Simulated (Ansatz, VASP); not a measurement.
## Two plane-wave programs on Ga

File POSCAR:

```
Ga
1.0
    2.7968227674      0.0000000000      0.0000000000
    0.0000000000      3.3033419319      0.0000000000
   -1.3523282526      0.0000000000      4.0166995966
Ga
2
Direct
    0.1345962700      0.7500000000      0.7701668300
    0.8654037300      0.2500000000      0.2298331700
```

File INCAR.step1:

```
ALGO     = Normal         # electronic algorithm
EDIFF    = 1E-4           # SCF threshold, eV
ENCUT    = 520            # plane-wave cutoff, eV
GGA      = PE             # functional
ISMEAR   = -1             # smearing method
LASPH    = True           # aspherical terms in the spheres
LCHARG   = False          # write CHGCAR
LREAL    = False          # projectors in reciprocal space
LWAVE    = True           # write WAVECAR
NBANDS   = 20             # bands
NELM     = 60             # most SCF steps
PREC     = Accurate       # precision mode
SIGMA    = 0.05           # smearing width, eV
```

File INCAR.step2:

```
ALGO     = Normal         # electronic algorithm
EDIFF    = 1E-6           # SCF threshold, eV
ENCUT    = 520            # plane-wave cutoff, eV
ISIF     = 2              # what is computed and relaxed
ISMEAR   = -1             # smearing method
ISTART   = 1            
LASPH    = True           # aspherical terms in the spheres
LCHARG   = False          # write CHGCAR
LMIXTAU  = True         
LREAL    = False          # projectors in reciprocal space
LWAVE    = False          # write WAVECAR
METAGGA  = R2SCAN         # meta-GGA
NBANDS   = 20             # bands
NELM     = 60             # most SCF steps
PREC     = Accurate       # precision mode
SIGMA    = 0.05           # smearing width, eV
```

KPOINTS

```
k-points
0
Gamma
  10 8 7
```

The input input.yaml:

```yaml
crystal:
  lattice:
    - [2.7968227674, 0.0, 0.0]
    - [0.0, 3.3033419319, 0.0]
    - [-1.3523282526, 0.0, 4.0166995966]
  atoms:
    - { symbol: Ga, position: [0.13459627, 0.75, 0.77016683] }
    - { symbol: Ga, position: [0.86540373, 0.25, 0.22983317] }
hamiltonian:
  xc: r2scan
  pseudopotentials: { kind: paw }
kpoints:
  mp_grid: { grid: [10, 8, 7] }
scf:
  occupations: { method: fermi_dirac, width: 0.05 }
output:
  forces: true
  stress: true
  eigenvalues: true
  write_density: true
  write_potential: true
  elf: true
  volumetric_format: npy
```

Alike in both runs: task single point; functional r2SCAN; k mesh 10 × 8 × 7; occupations fermi-dirac, width 0.05 eV; no spin polarisation.

|  | VASP | Ansatz |
| --- | --- | --- |
| version | VASP 6.6.1 | Ansatz 0.2.0 |
| potentials or method | VASP PAW PBE potentials, release 64 (Ga_d) | Ansatz PAW |
| plane-wave cutoff (eV) | 520 | 500 |
| valence electrons in the cell | 26 | 26 |

VASP gave:

```
gap on the k mesh at the Fermi level (eV)                     : none
pressure (GPa)                                                : -1.3
traceless stress, the component that is largest in VASP (GPa) : -0.66
rms of the force components (eV/Å)                            : 0.026
```

**Question.** Which values does Ansatz return?

**Answer.** gap on the k mesh at the Fermi level (eV): none; pressure (GPa): -1.2; traceless stress, the component that is largest in VASP (GPa): -0.56; rms of the force components (eV/Å): 0.028.

VASP's potentials were made for PBE, not for r2SCAN. Atom by atom the forces differ by 0.004 eV/Å (rms over components). A gap of «none» marks a metal or a gap that the smearing closes. The functional is the same, so the differences come from potentials, cutoffs and numerics.
